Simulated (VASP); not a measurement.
Here is a VASP 6.6.1 calculation.

INCAR

```
  PREC = Accurate
  ENCUT = 520
  EDIFF = 1E-6
  ISMEAR = 0
  SIGMA = 0.1
  LREAL = F
  LASPH = T
  NELM = 80
  ALGO = Normal
  ISIF = 2
  LWAVE = F
  LCHARG = F
  GGA = PS
  NBANDS = 18
```

The input KPOINTS:

```
regular mesh
0
Gamma
  6 6 6
```

POSCAR

```
Br
1.0
    5.9246750819      0.0000000000      0.0000000000
   -2.9623375410      5.1309191301      0.0000000000
    0.0000000000      0.0000000000      3.6320834198
Br
3
Direct
    0.0000000000      0.0000000000      0.0000000000
    0.3333333333      0.6666666667      0.5000000000
    0.6666666667      0.3333333333      0.5000000000
```

Potentials or basis: VASP PAW PBE potentials, release 64 (Br).

The run is started by

```bash
$ cat potpaw_PBE.64/Br/POTCAR > POTCAR
$ mpirun -np 1 vasp_std > vasp.out
```

What does it give for the pressure?

-5.2 GPa.

Stress tensor (GPa, compression positive):
```
-5.25  0.00  0.00
 0.00 -5.25  0.00
 0.00  0.00 -5.00
```

Caveat: the PAW data sets were made with another functional, which shifts forces and pressure a little; an odd number of electrons without spin polarisation forces a metal; a magnetic or distorted state may lie lower.
